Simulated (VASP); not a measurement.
# In2GaP3 (P6/mmm) in VASP: notebook

In2GaP3 is run at these levels: PBE; tasks: single point.

Program: VASP 6.6.1. These are calculated values, not measurements. Logs are shortened: lines on timing, memory, paths and dates and some standing lists are left out, and cuts for length are marked.

**1. The cell of the first run**

Symmetry: P6/mmm, No. 191, hexagonal system. Conventional cell: a = 6.413 Å, b = 6.413 Å, c = 3.550 Å, α = 90.00°, β = 90.00°, γ = 120.00°. In (site symmetry -6m2) has 6 P at 2.56 Å within 3.4 Å. Ga (site symmetry 6/mmm) has 2 Ga at 3.55 Å and 12 P at 3.67 Å and 6 In at 3.70 Å within 4.7 Å. Within 3.4 Å of P (site symmetry mmm) lie 4 In at 2.56 Å and 4 P at 3.21 Å.

**2. Single point, PBE**

The input, INCAR:

```
SYSTEM = In2GaP3
PREC = Accurate
ENCUT = 520
EDIFF = 1E-6
ISMEAR = 0
SIGMA = 0.1
LREAL = .FALSE.
LASPH = .TRUE.
NELM = 60
ALGO = Normal
ISIF = 2
LWAVE = .FALSE.
LCHARG = .TRUE.
GGA = PE
LELF = .TRUE.
LVHAR = .TRUE.
NBANDS = 36
```

The input, KPOINTS:

```
regular mesh
0
G
  3 3 6
  0 0 0
```

The input, POSCAR:

```
In2GaP3
1.0
    6.4132064100      0.0000000000      0.0000000000
   -3.2066032100      5.5539996700      0.0000000000
    0.0000000000      0.0000000000      3.5499712900
In Ga P
2 1 3
Direct
    0.6666666700      0.3333333300      0.0000000000
    0.3333333300      0.6666666700      0.0000000000
    0.0000000000      0.0000000000      0.0000000000
    0.5000000000      0.0000000000      0.5000000000
    0.0000000000      0.5000000000      0.5000000000
    0.5000000000      0.5000000000      0.5000000000
```

Potentials or basis: VASP PAW PBE potentials, release 64 (In_d, Ga_d, P).

Started as:

```bash
$ cat potpaw_PBE.64/In_d/POTCAR potpaw_PBE.64/Ga_d/POTCAR potpaw_PBE.64/P/POTCAR > POTCAR
$ mpirun -np 1 vasp_std > vasp.out
```

OUTCAR:

```text
SYSTEM = In2GaP3
   PREC = Accurate
   ENCUT = 520
   EDIFF = 1E-6
   ISMEAR = 0
   LREAL = .FALSE.
   LASPH = .TRUE.
   NELM = 60
   ISIF = 2
   GGA = PE

 ion  position               nearest neighbor table
   1  0.667  0.333  0.000-   5 2.56   5 2.56   4 2.56   4 2.56   6 2.56   6 2.56   2 3.70   2 3.70
                             2 3.70
   2  0.333  0.667  0.000-   5 2.56   5 2.56   4 2.56   4 2.56   6 2.56   6 2.56   1 3.70   1 3.70
                             1 3.70
   3  0.000  0.000  0.000-
   4  0.500  0.000  0.500-   1 2.56   2 2.56   1 2.56   2 2.56
   5  0.000  0.500  0.500-   1 2.56   2 2.56   1 2.56   2 2.56
   6  0.500  0.500  0.500-   1 2.56   2 2.56   1 2.56   2 2.56

  LATTYP: Found a hexagonal cell.
 ALAT       =     6.4132064100
 C/A-ratio  =     0.5535407818

  Lattice vectors:

 A1 = (   6.4132064100,   0.0000000000,   0.0000000000)
 A2 = (  -3.2066032100,   5.5539996700,   0.0000000000)
 A3 = (   0.0000000000,   0.0000000000,   3.5499712900)

Analysis of symmetry for initial positions (statically):
=====================================================================
 Subroutine PRICEL returns:
 Original cell was already a primitive cell.

 Routine SETGRP: Setting up the symmetry group for a
 hexagonal supercell.

 Subroutine GETGRP returns: Found 24 space group operations
 (whereof 24 operations were pure point group operations)
 out of a pool of 24 trial point group operations.

The static configuration has the point symmetry D_6h.

Analysis of symmetry for dynamics (positions and initial velocities):
=====================================================================
 Subroutine PRICEL returns:
 Original cell was already a primitive cell.

 Routine SETGRP: Setting up the symmetry group for a
 hexagonal supercell.

 Subroutine GETGRP returns: Found 24 space group operations
 (whereof 24 operations were pure point group operations)
 out of a pool of 24 trial point group operations.

The dynamic configuration has the point symmetry D_6h.

 Subroutine INISYM returns: Found 24 space group operations
 (whereof 24 operations are pure point group operations),
 and found     1 'primitive' translations

----------------------------------------------------------------------------------------

                                     Primitive cell

  volume of cell :     126.4462

  direct lattice vectors                    reciprocal lattice vectors
     6.413206410  0.000000000  0.000000000     0.155928242  0.090025213  0.000000000
    -3.206603210  5.553999670  0.000000000     0.000000000  0.180050425  0.000000000
     0.000000000  0.000000000  3.549971290     0.000000000  0.000000000  0.281692419

  length of vectors
     6.413206410  6.413206412  3.549971290     0.180050425  0.180050425  0.281692419

  position of ions in fractional coordinates (direct lattice)
     0.666666670  0.333333330  0.000000000
     0.333333330  0.666666670  0.000000000
     0.000000000  0.000000000  0.000000000
     0.500000000  0.000000000  0.500000000
     0.000000000  0.500000000  0.500000000
     0.500000000  0.500000000  0.500000000

  ion indices of the primitive-cell ions
   primitive index   ion index
                 1           1
                 2           2
                 3           3
                 4           4
                 5           5
                 6           6

----------------------------------------------------------------------------------------

 KPOINTS: regular mesh

Automatic generation of k-mesh.
 Grid dimensions read from file:
 generate k-points for:    3    3    6

 Generating k-lattice:

  Cartesian coordinates                     Fractional coordinates (reciprocal lattice)
     0.051976081  0.030008404  0.000000000     0.333333333  0.000000000  0.000000000
     0.000000000  0.060016808  0.000000000     0.000000000  0.333333333  0.000000000
     0.000000000  0.000000000  0.046948736     0.000000000  0.000000000  0.166666667

  Length of vectors
     0.060016808  0.060016808  0.046948736

  Shift w.r.t. Gamma in fractional coordinates (k-lattice)
     0.000000000  0.000000000  0.000000000

 Subroutine IBZKPT returns following result:
 ===========================================

 Found     12 irreducible k-points:

 Following reciprocal coordinates:
            Coordinates               Weight
  0.000000  0.000000  0.000000      1.000000
  0.333333  0.000000  0.000000      6.000000
  0.333333  0.333333  0.000000      2.000000
  0.000000  0.000000  0.166667      2.000000
  0.333333  0.000000  0.166667     12.000000
  0.333333  0.333333  0.166667      4.000000
  0.000000  0.000000  0.333333      2.000000
  0.333333  0.000000  0.333333     12.000000
  0.333333  0.333333  0.333333      4.000000
  0.000000  0.000000  0.500000      1.000000
  0.333333  0.000000  0.500000      6.000000
  0.333333  0.333333  0.500000      2.000000
   k-points           NKPTS =     12   k-points in BZ     NKDIM =     12   number of bands    NBANDS=     36
   number of dos      NEDOS =    301   number of ions     NIONS =      6
   total plane-waves  NPLWV =  64512
   dimension x,y,z NGX =    48 NGY =   48 NGZ =   28
   dimension x,y,z NGXF=    96 NGYF=   96 NGZF=   56
   ions per type =               2   1   3
   NGX,Y,Z   is equivalent  to a cutoff of  12.44, 12.44, 13.11 a.u.
   NGXF,Y,Z  is equivalent  to a cutoff of  24.89, 24.89, 26.22 a.u.
 SYSTEM =  In2GaP3
   PREC   = accura    normal or accurate (medium, high low for compatibility)
   ISTART =      0    job   : 0-new  1-cont  2-samecut
   ICHARG =      2    charge: 1-file 2-atom 10-const
   ISPIN  =      1    spin polarized calculation?
   LNONCOLLINEAR =      F non collinear calculations
   LSORBIT =      F    spin-orbit coupling
   LASPH  =      T    aspherical Exc in radial PAW
   ENCUT  =  520.0 eV  38.22 Ry    6.18 a.u.  11.92 11.92  6.60*2*pi/ulx,y,z
   NELM   =     60;   NELMIN=  2; NELMDL= -5     # of ELM steps
   EDIFF  = 0.1E-05   stopping-criterion for ELM
   LREAL  =      F    real-space projection
   EDIFFG = 0.1E-04   stopping-criterion for IOM
   NSW    =      0    number of steps for IOM
   IBRION =     -1    ionic relax: 0-MD 1-quasi-New 2-CG
   NFREE  =      0    steps in history (QN), initial steepest desc. (CG)
   ISIF   =      2    stress and relaxation
   ISYM   =      2    0-nonsym 1-usesym 2-fastsym
   POTIM  = 0.5000    time-step for ionic-motion
   TEBEG  =    0.0;   TEEND  =   0.0 temperature during run
   PSTRESS=    0.0 pullay stress
   NELECT =      54.0000    total number of electrons
   NUPDOWN=      -1.0000    fix difference up-down
   EMIN   =  10.00;   EMAX   =-10.00  energy-range for DOS
   EFERMI =   0.00;   METHOD = LEGACY
   ISMEAR =     0;   SIGMA  =   0.10  broadening in eV -4-tet -1-fermi 0-gaus
   EFERMI_NEDOS =   21; number of points for ismear=-14 and -15
   IALGO  =     38    algorithm
   IMIX   =      4    mixing-type and parameters
     AMIX     =   0.40;   BMIX     =  1.00
     AMIX_MAG =   1.60;   BMIX_MAG =  1.00
  volume/ion in A,a.u.               =      21.07       142.22
  Fermi-wavevector in a.u.,A,eV,Ry     =   1.232833  2.329716 20.679172  1.519876
  Thomas-Fermi vector in A             =   2.367587
   LORBIT       =      0    0 simple, 1 ext, 2 COOP (PROOUT), +10 PAW based schemes
   GGA     = PE    functional components
   LHFCALC =     F    Hartree Fock is set to
   AEXX    =    0.0000 exact exchange contribution
   IVDW    =     0    specifies the selected vdW correction
   LEPSILON=     F    determine dielectric tensor
   LRPA    =     F    only Hartree local field effects (RPA)
 non-spin polarized calculation
 Gauss-broadening in eV      SIGMA  =   0.10
  energy-cutoff  :      520.00
  volume of cell :      126.45
 maximum number of plane-waves:      3433
 NGX is ok and might be reduce to    48
   NGX = 23   NGY = 23   NGZ = 13

 number of electron      53.9999997 magnetization

 Free energy of the ion-electron system (eV)
  ---------------------------------------------------
  ext. energy  EPLUGINS =         0.00000000
  ---------------------------------------------------
  free energy    TOTEN  =       -20.54145746 eV

  energy without entropy =      -20.51945213  energy(sigma->0) =      -20.53045480

 E-fermi :   6.4059     XC(G=0): -10.2005

 val. band max:        6.3355880757   @ k =   0.3333   0.3333   0.3333
 cond. band min:       6.4813840941   @ k =   0.3333   0.3333   0.5000
 fundamental gap:      0.1457960184
 Fermi energy:         6.4059419414

 k-point     1 :       0.0000    0.0000    0.0000
  band No.  band energies     occupation
      1      -8.5652      2.00000
      2      -8.5517      2.00000
      3      -8.5517      2.00000
      4      -8.5261      2.00000
      5      -8.5261      2.00000
      6      -8.2129      2.00000
[... 28 lines left out ...]
     35      11.4631      0.00000
     36      12.2188      0.00000

 k-point     2 :       0.3333    0.0000    0.0000
  band No.  band energies     occupation
      1      -8.5648      2.00000
      2      -8.5536      2.00000
      3      -8.5520      2.00000
      4      -8.5262      2.00000
      5      -8.5260      2.00000
      6      -8.1872      2.00000
[... 28 lines left out ...]
     35      12.0042      0.00000
     36      12.1939      0.00000

 k-point     3 :       0.3333    0.3333    0.0000
  band No.  band energies     occupation
      1      -8.5648      2.00000
      2      -8.5536      2.00000
      3      -8.5536      2.00000
      4      -8.5261      2.00000
      5      -8.5261      2.00000
      6      -8.1541      2.00000
[... 28 lines left out ...]
     35      13.6146      0.00000
     36      13.6183      0.00000
[... 274 lines left out ...]
 k-point    11 :       0.3333    0.0000    0.5000
  band No.  band energies     occupation
      1      -8.5498      2.00000
      2      -8.5492      2.00000
      3      -8.5482      2.00000
      4      -8.5466      2.00000
      5      -8.5149      2.00000
      6      -8.3635      2.00000
[... 28 lines left out ...]
     35      12.3767      0.00000
     36      12.9555      0.00000

 k-point    12 :       0.3333    0.3333    0.5000
  band No.  band energies     occupation
      1      -8.5501      2.00000
      2      -8.5501      2.00000
      3      -8.5474      2.00000
      4      -8.5474      2.00000
      5      -8.5148      2.00000
      6      -8.3759      2.00000
[... 28 lines left out ...]
     35      11.8787      0.00000
     36      12.8881      0.00000

------------------------ aborting loop because EDIFF is reached ----------------------------------------

  FORCE on cell =-STRESS in cart. coord.  units (eV):
  Direction    XX          YY          ZZ          XY          YZ          ZX
  --------------------------------------------------------------------------------------
  -------------------------------------------------------------------------------------
  Total        7.4749369      7.4749369     12.7181931     -0.0000000     -0.0000000      0.0000000
  in kB       94.7135692     94.7135692    161.1499177     -0.0000001     -0.0000000      0.0000000
  external PRESSURE =     116.8590187 kB  Pullay stress =       0.0000000 kB

 VOLUME and BASIS-vectors are now :
 -----------------------------------------------------------------------------
  energy-cutoff  :      520.00
  volume of cell :      126.45
      direct lattice vectors                 reciprocal lattice vectors
     6.413206410  0.000000000  0.000000000     0.155928242  0.090025213  0.000000000
    -3.206603210  5.553999670  0.000000000     0.000000000  0.180050425  0.000000000
     0.000000000  0.000000000  3.549971290     0.000000000  0.000000000  0.281692419

 POSITION                                       TOTAL-FORCE (eV/Angst)
 -----------------------------------------------------------------------------------
      3.20660      1.85133      0.00000         0.000000      0.000000      0.000000
     -0.00000      3.70267      0.00000        -0.000000     -0.000000     -0.000000
      0.00000      0.00000      0.00000         0.000000      0.000000      0.000000
      3.20660      0.00000      1.77499         0.000000      0.000000      0.000000
     -1.60330      2.77700      1.77499         0.000000      0.000000      0.000000
      1.60330      2.77700      1.77499         0.000000      0.000000      0.000000
 -----------------------------------------------------------------------------------
    total drift:                               -0.000000      0.000000     -0.000000

  FREE ENERGIE OF THE ION-ELECTRON SYSTEM (eV)
  ---------------------------------------------------
  free  energy   TOTEN  =       -20.5414574572 eV

  energy  without entropy=      -20.5194521348  energy(sigma->0) =      -20.53045480
```

Run time: 48 s. Hardware: 1 thread of Intel Xeon Platinum 8488C (Sapphire Rapids), shared host; peak memory 0.26 GiB.

What came out:

- Free energy: -20.5415 eV
- Pressure: 11.7 GPa
- Band gap on the k mesh: zero (band 27 reaches 7.43 eV, above the bottom of band 28 at 5.62 eV)

Stress tensor (GPa, compression positive):
```
 9.47  0.00  0.00
 0.00  9.47  0.00
 0.00  0.00 16.11
```

Caveat: the k points lie up to 0.38 Å⁻¹ apart; spin-orbit coupling is left out, which moves the levels of the heavy elements.

**3. Single point, PBE**

This run uses another cell than the first one, of 24.58 Å³/atom, 1.167 times its volume.

The input, INCAR:

```
ALGO     = Normal         # electronic algorithm
EDIFF    = 1E-6           # SCF threshold, eV
ENCUT    = 520            # plane-wave cutoff, eV
GGA      = PE             # functional
ISIF     = 2              # what is computed and relaxed
ISMEAR   = 0              # smearing method
LASPH    = True           # aspherical terms in the spheres
LCHARG   = False          # write CHGCAR
LREAL    = False          # projectors in reciprocal space
LWAVE    = False          # write WAVECAR
NBANDS   = 36             # bands
NELM     = 60             # most SCF steps
PREC     = Accurate       # precision mode
SIGMA    = 0.1            # smearing width, eV
```

The input, KPOINTS:

```
k-points
0
Gamma
  3 3 6
```

The input, POSCAR:

```
In2GaP3
1.0
    6.7113334800      0.0000000030      0.0000000000
   -3.3556667426      5.8121852854      0.0000000000
    0.0000000000      0.0000000000      3.7814614486
In Ga P
2 1 3
Direct
    0.6666666667      0.3333333333      0.0000000000
    0.3333333333      0.6666666667      0.0000000000
    0.0000000000      0.0000000000      0.0000000000
    0.5000000000      0.0000000000      0.5000000000
    0.0000000000      0.5000000000      0.5000000000
    0.5000000000      0.5000000000      0.5000000000
```

Potentials or basis: VASP PAW PBE potentials, release 64 (In_d, Ga_d, P).

Started as:

```bash
$ cat potpaw_PBE.64/In_d/POTCAR potpaw_PBE.64/Ga_d/POTCAR potpaw_PBE.64/P/POTCAR > POTCAR
$ mpirun -np 1 vasp_std > vasp.out
```

It took 50 s on 1 thread of Intel Xeon Platinum 8488C (Sapphire Rapids), shared host; peak memory 0.27 GiB.

Results (log left out):

```
Free energy            : -21.2265 eV
Pressure               : 0.0 GPa
Band gap on the k mesh : zero (band 27 reaches 5.86 eV, above the bottom of band 28 at 4.22 eV)
```

Stress tensor (GPa, compression positive):
```
-0.02  0.00  0.00
 0.00 -0.02  0.00
 0.00  0.00  0.12
```

Levels at points of the mesh, in eV from the Fermi level:
```csv
k point,band 24,band 25,band 26,band 27,band 28,band 29,band 30,band 31
"(0.00, 0.00, 0.00)",-0.19,0.47,0.47,0.51,0.51,0.95,3.41,3.41
"(0.00, 0.00, 0.50)",-3.38,-1.89,-1.89,0.03,0.36,0.36,1.44,1.55
```

Caveat: the k points lie up to 0.36 Å⁻¹ apart; spin-orbit coupling is left out, which moves the levels of the heavy elements.
